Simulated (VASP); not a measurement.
# Br (P4mm) in VASP: single point with PBE

Aim: the single point of Br with PBE.

All numbers are computed with VASP 6.6.1; they aren't measurements. Logs are shortened: lines on timing, memory, paths and dates and some standing lists are left out, and cuts for length are marked.

**1. The cell of the first run**

It takes space group P4mm (No. 99, tetragonal). Conventional cell: a = 4.940 Å, b = 4.940 Å, c = 4.526 Å, α = 90.00°, β = 90.00°, γ = 90.00°. Br (site symmetry 4mm) has 8 Br at 3.15 to 3.57 Å within 4.1 Å. Br (site symmetry 2mm) has 8 Br at 3.15 to 3.57 Å within 4.1 Å.

**2. Single point, PBE, collinear spin (strained and its atoms moved)**

Contents of INCAR:

```
ALGO = Normal
EDIFF = 1E-6
ENCUT = 520
GGA = PE
ISIF = 2
ISMEAR = 0
ISPIN = 2
LASPH = True
LCHARG = False
LORBIT = 11
LREAL = False
LWAVE = False
MAGMOM = 1 1 1
NBANDS = 22
NELM = 150
PREC = Accurate
SIGMA = 0.1
```

Contents of KPOINTS:

```
k-points
0
Gamma
  8 8 8
```

Contents of POSCAR:

```
Br
1.0
    4.5263769574      0.0000000000      0.0000000000
    0.0000000000      4.9401645919      0.0000000000
    0.0000000000      0.0000000000      4.9401645919
Br
3
Direct
    0.5461393273      0.0000000000      0.0000000000
   -0.0230696636      0.5000000000      0.0000000000
   -0.0230696636      0.0000000000      0.5000000000
```

Potentials or basis: VASP PAW PBE potentials, release 64 (Br).

The run is started by

```bash
$ cat potpaw_PBE.64/Br/POTCAR > POTCAR
$ mpirun -np 1 vasp_std > vasp.out
```

OUTCAR:

```text
EDIFF = 1E-6
   ENCUT = 520
   GGA = PE
   ISIF = 2
   ISMEAR = 0
   ISPIN = 2
   LASPH = True
   LORBIT = 11
   LREAL = False
   NELM = 150
   PREC = Accurate

 ion  position               nearest neighbor table
   1  0.546  0.000  0.000-
   2  0.977  0.500  0.000-
   3  0.977  0.000  0.500-

  LATTYP: Found a simple tetragonal cell.
 ALAT       =     4.9401645919
 C/A-ratio  =     0.9162401117

  Lattice vectors:

 A1 = (   0.0000000000,   4.9401645919,   0.0000000000)
 A2 = (   0.0000000000,   0.0000000000,   4.9401645919)
 A3 = (   4.5263769574,   0.0000000000,   0.0000000000)

Analysis of symmetry for initial positions (statically):
=====================================================================
 Subroutine PRICEL returns:
 Original cell was already a primitive cell.

 Routine SETGRP: Setting up the symmetry group for a
 simple tetragonal supercell.

 Subroutine GETGRP returns: Found  8 space group operations
 (whereof  8 operations were pure point group operations)
 out of a pool of 16 trial point group operations.

The static configuration has the point symmetry C_4v.

Analysis of symmetry for dynamics (positions and initial velocities):
=====================================================================
 Subroutine PRICEL returns:
 Original cell was already a primitive cell.

 Routine SETGRP: Setting up the symmetry group for a
 simple tetragonal supercell.

 Subroutine GETGRP returns: Found  8 space group operations
 (whereof  8 operations were pure point group operations)
 out of a pool of 16 trial point group operations.

The dynamic configuration has the point symmetry C_4v.

Analysis of structural, dynamic, and magnetic symmetry:
=====================================================================
 Subroutine PRICEL returns:
 Original cell was already a primitive cell.

 Routine SETGRP: Setting up the symmetry group for a
 simple tetragonal supercell.

 Subroutine GETGRP returns: Found  8 space group operations
 (whereof  8 operations were pure point group operations)
 out of a pool of 16 trial point group operations.

The overall configuration has the point symmetry C_4v.

 Subroutine INISYM returns: Found  8 space group operations
 (whereof  8 operations are pure point group operations),
 and found     1 'primitive' translations

----------------------------------------------------------------------------------------

                                     Primitive cell

  volume of cell :     110.4673

  direct lattice vectors                    reciprocal lattice vectors
     4.526376957  0.000000000  0.000000000     0.220927247  0.000000000  0.000000000
     0.000000000  4.940164592  0.000000000     0.000000000  0.202422405  0.000000000
     0.000000000  0.000000000  4.940164592     0.000000000  0.000000000  0.202422405

  length of vectors
     4.526376957  4.940164592  4.940164592     0.220927247  0.202422405  0.202422405

  position of ions in fractional coordinates (direct lattice)
     0.546139327  0.000000000  0.000000000
     0.976930336  0.500000000  0.000000000
     0.976930336  0.000000000  0.500000000

  ion indices of the primitive-cell ions
   primitive index   ion index
                 1           1
                 2           2
                 3           3

----------------------------------------------------------------------------------------

 KPOINTS: k-points

Automatic generation of k-mesh.
 Grid dimensions read from file:
 generate k-points for:    8    8    8

 Generating k-lattice:

  Cartesian coordinates                     Fractional coordinates (reciprocal lattice)
     0.027615906  0.000000000  0.000000000     0.125000000  0.000000000  0.000000000
     0.000000000  0.025302801  0.000000000     0.000000000  0.125000000  0.000000000
     0.000000000  0.000000000  0.025302801     0.000000000  0.000000000  0.125000000

  Length of vectors
     0.027615906  0.025302801  0.025302801

  Shift w.r.t. Gamma in fractional coordinates (k-lattice)
     0.000000000  0.000000000  0.000000000

 Subroutine IBZKPT returns following result:
 ===========================================

 Found     75 irreducible k-points:

 Following reciprocal coordinates:
            Coordinates               Weight
  0.000000  0.000000  0.000000      1.000000
  0.125000  0.000000  0.000000      2.000000
  0.250000  0.000000  0.000000      2.000000
  0.375000  0.000000  0.000000      2.000000
  0.500000  0.000000  0.000000      1.000000
  0.000000  0.125000  0.000000      4.000000
[... 16 lines left out ...]
  0.250000  0.500000  0.000000      4.000000
  0.375000  0.500000  0.000000      4.000000
 [... further k-points ...]
   k-points           NKPTS =     75   k-points in BZ     NKDIM =     75   number of bands    NBANDS=     22
   number of dos      NEDOS =    301   number of ions     NIONS =      3
   total plane-waves  NPLWV =  57600
   dimension x,y,z NGX =    36 NGY =   40 NGZ =   40
   dimension x,y,z NGXF=    72 NGYF=   80 NGZF=   80
   ions per type =               3
   NGX,Y,Z   is equivalent  to a cutoff of  13.22, 13.46, 13.46 a.u.
   NGXF,Y,Z  is equivalent  to a cutoff of  26.44, 26.92, 26.92 a.u.
 SYSTEM =  unknown system
   PREC   = accura    normal or accurate (medium, high low for compatibility)
   ISTART =      0    job   : 0-new  1-cont  2-samecut
   ICHARG =      2    charge: 1-file 2-atom 10-const
   ISPIN  =      2    spin polarized calculation?
   LNONCOLLINEAR =      F non collinear calculations
   LSORBIT =      F    spin-orbit coupling
   LASPH  =      T    aspherical Exc in radial PAW
   ENCUT  =  520.0 eV  38.22 Ry    6.18 a.u.   8.42  9.19  9.19*2*pi/ulx,y,z
   NELM   =    150;   NELMIN=  2; NELMDL= -5     # of ELM steps
   EDIFF  = 0.1E-05   stopping-criterion for ELM
   LREAL  =      F    real-space projection
   EDIFFG = 0.1E-04   stopping-criterion for IOM
   NSW    =      0    number of steps for IOM
   IBRION =     -1    ionic relax: 0-MD 1-quasi-New 2-CG
   NFREE  =      0    steps in history (QN), initial steepest desc. (CG)
   ISIF   =      2    stress and relaxation
   ISYM   =      2    0-nonsym 1-usesym 2-fastsym
   POTIM  = 0.5000    time-step for ionic-motion
   TEBEG  =    0.0;   TEEND  =   0.0 temperature during run
   PSTRESS=    0.0 pullay stress
   NELECT =      21.0000    total number of electrons
   NUPDOWN=      -1.0000    fix difference up-down
   EMIN   =  10.00;   EMAX   =-10.00  energy-range for DOS
   EFERMI =   0.00;   METHOD = LEGACY
   ISMEAR =     0;   SIGMA  =   0.10  broadening in eV -4-tet -1-fermi 0-gaus
   EFERMI_NEDOS =   21; number of points for ismear=-14 and -15
   IALGO  =     38    algorithm
   IMIX   =      4    mixing-type and parameters
     AMIX     =   0.40;   BMIX     =  1.00
     AMIX_MAG =   1.60;   BMIX_MAG =  1.00
  volume/ion in A,a.u.               =      36.82       248.49
  Fermi-wavevector in a.u.,A,eV,Ry     =   0.941319  1.778835 12.055866  0.886081
  Thomas-Fermi vector in A             =   2.068818
   LORBIT       =     11    0 simple, 1 ext, 2 COOP (PROOUT), +10 PAW based schemes
   GGA     = PE    functional components
   LHFCALC =     F    Hartree Fock is set to
   AEXX    =    0.0000 exact exchange contribution
   IVDW    =     0    specifies the selected vdW correction
   LEPSILON=     F    determine dielectric tensor
   LRPA    =     F    only Hartree local field effects (RPA)
 spin polarized calculation
 Gauss-broadening in eV      SIGMA  =   0.10
  energy-cutoff  :      520.00
  volume of cell :      110.47
 maximum number of plane-waves:      3013
 NGX is ok and might be reduce to    36
   NGX = 17   NGY = 19   NGZ = 19

 number of electron      21.0000001 magnetization       2.3765589

 Free energy of the ion-electron system (eV)
  ---------------------------------------------------
  ext. energy  EPLUGINS =         0.00000000
  ---------------------------------------------------
  free energy    TOTEN  =        -3.03186623 eV

  energy without entropy =       -3.00726541  energy(sigma->0) =       -3.01956582

 E-fermi :  -0.9168     XC(G=0):  -7.5529

 val. band max:       -0.9203456070   @ k =   0.5000   0.3750   0.3750
 cond. band min:      -0.9075926093   @ k =   0.3750   0.2500   0.1250
 fundamental gap:      0.0127529976
 Fermi energy:        -0.9168408593

 spin component 1

 k-point     1 :       0.0000    0.0000    0.0000
  band No.  band energies     occupation
      1     -15.8585      1.00000
      2     -14.5216      1.00000
      3     -14.4291      1.00000
      4      -4.4232      1.00000
      5      -4.4232      1.00000
      6      -3.9215      1.00000
[... 14 lines left out ...]
     21      12.5362      0.00000
     22      13.4364      0.00000
[... 552 lines left out ...]
  band No.  band energies     occupation
      1     -15.3332      1.00000
      2     -14.8548      1.00000
      3     -14.6594      1.00000
      4      -4.3109      1.00000
      5      -4.1892      1.00000
      6      -3.5900      1.00000
[... 14 lines left out ...]
     21      11.5548      0.00000
     22      11.6596      0.00000

 [... further k-points ...]

 spin component 2

 k-point     1 :       0.0000    0.0000    0.0000
  band No.  band energies     occupation
      1     -15.1962      1.00000
      2     -13.8024      1.00000
      3     -13.7212      1.00000
      4      -3.7923      1.00000
      5      -3.7923      1.00000
      6      -3.3368      1.00000
[... 14 lines left out ...]
     21      12.7876      0.00000
     22      13.6714      0.00000
[... 552 lines left out ...]
  band No.  band energies     occupation
      1     -14.6616      1.00000
      2     -14.1467      1.00000
      3     -13.9513      1.00000
      4      -3.6808      1.00000
      5      -3.6296      1.00000
      6      -2.9198      1.00000
[... 14 lines left out ...]
     21      11.9485      0.00000
     22      11.9913      0.00000

 [... further k-points ...]

------------------------ aborting loop because EDIFF is reached ----------------------------------------

  FORCE on cell =-STRESS in cart. coord.  units (eV):
  Direction    XX          YY          ZZ          XY          YZ          ZX
  --------------------------------------------------------------------------------------
  -------------------------------------------------------------------------------------
  Total       -0.7548761     -0.6131013     -0.6131013      0.0000000      0.0000000      0.0000000
  in kB      -10.9484511     -8.8922012     -8.8922012      0.0000000      0.0000000      0.0000000
  external PRESSURE =      -9.5776179 kB  Pullay stress =       0.0000000 kB

 VOLUME and BASIS-vectors are now :
 -----------------------------------------------------------------------------
  energy-cutoff  :      520.00
  volume of cell :      110.47
      direct lattice vectors                 reciprocal lattice vectors
     4.526376957  0.000000000  0.000000000     0.220927247  0.000000000  0.000000000
     0.000000000  4.940164592  0.000000000     0.000000000  0.202422405  0.000000000
     0.000000000  0.000000000  4.940164592     0.000000000  0.000000000  0.202422405

 POSITION                                       TOTAL-FORCE (eV/Angst)
 -----------------------------------------------------------------------------------
      2.47203      0.00000      0.00000        -0.191314      0.000000      0.000000
      4.42195      2.47008      0.00000         0.095657      0.000000      0.000000
      4.42195      0.00000      2.47008         0.095657      0.000000     -0.000000
 -----------------------------------------------------------------------------------
    total drift:                                0.000465     -0.000000      0.000002

  FREE ENERGIE OF THE ION-ELECTRON SYSTEM (eV)
  ---------------------------------------------------
  free  energy   TOTEN  =        -3.0318662250 eV

  energy  without entropy=       -3.0072654101  energy(sigma->0) =       -3.01956582

 total charge

# of ion       s       p       d       tot
------------------------------------------
    1        1.645   2.995   0.013   4.653
    2        1.640   3.024   0.009   4.674
    3        1.640   3.024   0.009   4.674
--------------------------------------------------
tot          4.926   9.042   0.032  14.001

 magnetization (x)

# of ion       s       p       d       tot
------------------------------------------
    1        0.023   0.575   0.002   0.600
    2        0.023   0.606   0.001   0.630
    3        0.023   0.606   0.001   0.630
--------------------------------------------------
tot          0.069   1.787   0.004   1.860
```

It took 4.3 min on 1 thread of Intel Xeon Platinum 8259CL at 2.50GHz (Skylake/Cascade Lake), shared host; peak memory 0.41 GiB.

Results:

```yaml
Free_energy: -3.0319 eV
Pressure: -1.0 GPa
Largest_force: 0.191 eV/Å
Net_moment: 2.38 μB per cell
Site_moments: Br +0.60, +0.63 (each value once) μB
Valence_electrons_inside_the_program's_atomic_spheres: Br 4.65, 4.67 (each value once)
```

Forces on the atoms (eV/Å):
```
Br  -0.191  0.000  0.000
Br   0.096  0.000  0.000
Br   0.096  0.000  0.000
```

Stress tensor (GPa, compression positive):
```
-1.09  0.00  0.00
 0.00 -0.89  0.00
 0.00  0.00 -0.89
```

Caveat: the cell differs from its parent crystal (strained and its atoms moved).
